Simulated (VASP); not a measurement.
# GeSe (Pnma) in VASP: settings compared, part 2 of 2

VASP 6.6.1. The steps go on from the part before.

## 4. Single point, r2SCAN

This run uses another cell than the first one, of 24.76 Å³/atom.

The input, POSCAR:

```
GeSe
1.0
   11.1939492900      0.0000000000      0.0000000000
    0.0000000000      3.7869880000      0.0000000000
    0.0000000000      0.0000000000      4.6730924100
Ge Se
4 4
Direct
    0.1282524100      0.7500000000      0.8792892000
    0.6282524100      0.7500000000      0.6207108000
    0.3717475900      0.2500000000      0.3792892000
    0.8717475900      0.2500000000      0.1207108000
    0.8497667000      0.7500000000      0.4851828400
    0.3497667000      0.7500000000      0.0148171600
    0.6502333000      0.2500000000      0.9851828400
    0.1502333000      0.2500000000      0.5148171600
```

The input, INCAR.step1:

```
ALGO     = Normal         # electronic algorithm
EDIFF    = 1E-5           # SCF threshold, eV
ENCUT    = 550            # plane-wave cutoff, eV
GGA      = PE             # functional
GGA_COMPAT= F            
ISMEAR   = -1             # smearing method
LASPH    = T              # aspherical terms in the spheres
LCHARG   = F              # write CHGCAR
LREAL    = F              # projectors in reciprocal space
LWAVE    = T              # write WAVECAR
NBANDS   = 50             # bands
NELM     = 120            # most SCF steps
PREC     = Accurate       # precision mode
SIGMA    = 0.02           # smearing width, eV
```

The input, INCAR.step2:

```
ALGO     = Normal         # electronic algorithm
EDIFF    = 1E-6           # SCF threshold, eV
ENCUT    = 550            # plane-wave cutoff, eV
GGA_COMPAT= F            
ISIF     = 2              # what is computed and relaxed
ISMEAR   = -1             # smearing method
ISTART   = 1            
LASPH    = T              # aspherical terms in the spheres
LCHARG   = T              # write CHGCAR
LELF     = T              # ELF
LMIXTAU  = T            
LREAL    = F              # projectors in reciprocal space
LVHAR    = T            
LWAVE    = F              # write WAVECAR
METAGGA  = R2SCAN         # meta-GGA
NBANDS   = 50             # bands
NELM     = 120            # most SCF steps
PREC     = Accurate       # precision mode
SIGMA    = 0.02           # smearing width, eV
```

The input, KPOINTS:

```
k-points
0
Gamma
  4 8 6
```

Potentials or basis: VASP PAW PBE potentials, release 64 (Ge_d, Se).

Started as:

```bash
$ cat potpaw_PBE.64/Ge_d/POTCAR potpaw_PBE.64/Se/POTCAR > POTCAR
$ cp INCAR.step1 INCAR
$ mpirun -np 1 vasp_std > vasp.out
$ cp INCAR.step2 INCAR
$ mpirun -np 1 vasp_std > vasp.out
```

OUTCAR:

```text
EDIFF = 1E-6
   ENCUT = 550
   ISIF = 2
   ISMEAR = -1
   ISTART = 1
   LASPH = T
   LREAL = F
   METAGGA = R2SCAN
   NELM = 120
   PREC = Accurate

 ion  position               nearest neighbor table
   1  0.128  0.750  0.879-   8 2.56   8 2.56   6 2.56
   2  0.628  0.750  0.621-   7 2.56   7 2.56   5 2.56
   3  0.372  0.250  0.379-   6 2.56   6 2.56   8 2.56
   4  0.872  0.250  0.121-   5 2.56   5 2.56   7 2.56
   5  0.850  0.750  0.485-   4 2.56   4 2.56   2 2.56
   6  0.350  0.750  0.015-   3 2.56   3 2.56   1 2.56
   7  0.650  0.250  0.985-   2 2.56   2 2.56   4 2.56
   8  0.150  0.250  0.515-   1 2.56   1 2.56   3 2.56

  LATTYP: Found a simple orthorhombic cell.
 ALAT       =     3.7869880000
 B/A-ratio  =     1.2339865904
 C/A-ratio  =     2.9558977451

  Lattice vectors:

 A1 = (   0.0000000000,   3.7869880000,   0.0000000000)
 A2 = (   0.0000000000,   0.0000000000,   4.6730924100)
 A3 = (  11.1939492900,   0.0000000000,   0.0000000000)

Analysis of symmetry for initial positions (statically):
[... 186 lines left out ...]

 E-fermi :   3.9088     XC(G=0): -10.1106

 val. band max:        3.5002827145   @ k =   0.0000   0.0000   0.0000
 cond. band min:       4.6164533188   @ k =   0.0000   0.0000   0.0000
 fundamental gap:      1.1161706044
 Fermi energy:         3.9087851289

 k-point     1 :       0.0000    0.0000    0.0000
  band No.  band energies     occupation
      1     -21.7413      2.00000
      2     -21.7395      2.00000
      3     -21.7357      2.00000
      4     -21.7350      2.00000
      5     -21.7350      2.00000
      6     -21.7338      2.00000
[... 1261 lines left out ...]
     49       8.2583      0.00000
     50       8.2583      0.00000

 [... further k-points ...]
[... 5 lines left out ...]
  --------------------------------------------------------------------------------------
  -------------------------------------------------------------------------------------
  Total        0.0684243      0.0815722      0.0696795      0.0000000     -0.0000000      0.0000000
  in kB        0.5534001      0.6597375      0.5635519      0.0000000     -0.0000000      0.0000000
  external PRESSURE =       0.5922298 kB  Pullay stress =       0.0000000 kB

 VOLUME and BASIS-vectors are now :
 -----------------------------------------------------------------------------
  energy-cutoff  :      550.00
  volume of cell :      198.10
      direct lattice vectors                 reciprocal lattice vectors
    11.193949290  0.000000000  0.000000000     0.089333976  0.000000000  0.000000000
     0.000000000  3.786988000  0.000000000     0.000000000  0.264062099  0.000000000
     0.000000000  0.000000000  4.673092410     0.000000000  0.000000000  0.213991060

 POSITION                                       TOTAL-FORCE (eV/Angst)
 -----------------------------------------------------------------------------------
      1.43565      2.84024      4.10900        -0.018193     -0.000000      0.010726
      7.03263      2.84024      2.90064        -0.018193     -0.000000     -0.010726
      4.16132      0.94675      1.77245         0.018193     -0.000000      0.010726
      9.75830      0.94675      0.56409         0.018193      0.000000     -0.010726
      9.51225      2.84024      2.26730         0.003269     -0.000000      0.010223
      3.91527      2.84024      0.06924         0.003269      0.000000     -0.010223
      7.27868      0.94675      4.60385        -0.003269     -0.000000      0.010223
      1.68170      0.94675      2.40579        -0.003269      0.000000     -0.010223
 -----------------------------------------------------------------------------------
    total drift:                               -0.000000     -0.000000     -0.000000

  FREE ENERGIE OF THE ION-ELECTRON SYSTEM (eV)
  ---------------------------------------------------
  free  energy   TOTEN  =      -114.3485423551 eV

  energy  without entropy=     -114.3485423551  energy(sigma->0) =     -114.34854236
```

Wall time 41 min (1 thread of Oxide Virtual Turin-like, shared host); peak memory 0.64 GiB.

Results:

```yaml
Free_energy: -114.3485 eV
Pressure: 0.1 GPa
Largest_force: 0.021 eV/Å
Band_gap_on_the_k_mesh: 1.12 eV
```

Forces in eV/Å, atoms in the order of the input:
```
Ge  -0.018  0.000  0.011
Ge  -0.018  0.000 -0.011
Ge   0.018  0.000  0.011
Ge   0.018  0.000 -0.011
Se   0.003  0.000  0.010
Se   0.003  0.000 -0.010
Se  -0.003  0.000  0.010
Se  -0.003  0.000 -0.010
```

Caveat: the PAW data sets were made with another functional, which shifts forces and pressure a little. A k mesh can miss the band edges.

## 5. The runs side by side

```tsv
task	level	potentials or basis	cell	cutoff (eV)	gap on the mesh (eV)	pressure (GPa)	largest force (eV/Å)
single point	PBE	VASP PAW PBE potentials, release 64 (Ge_d, Se)	a = 11.172, b = 3.881, c = 4.527 Å, 8 atoms, atomic positions A	500	0.87	0.0	0.02
relaxation of cell and atoms	LDA	VASP PAW LDA potentials, release 64 (Ge_d, Se)	relaxed from a = 10.790, b = 3.820, c = 4.380 Å, 8 atoms, atomic positions B	500	0.27	0.0	0.01
single point	r2SCAN	VASP PAW PBE potentials, release 64 (Ge_d, Se)	a = 11.194, b = 3.787, c = 4.673 Å, 8 atoms, atomic positions C	550	1.12	0.1	0.02
```

Alike in all rows: no spin polarisation; k mesh 4 × 8 × 6; smearing fermi-dirac 0.02 eV.

Caveats: the PAW data sets were made with another functional, which shifts forces and pressure a little (at least some runs).

Total energies depend on the potentials used, so only differences within one code and one set of settings carry meaning.
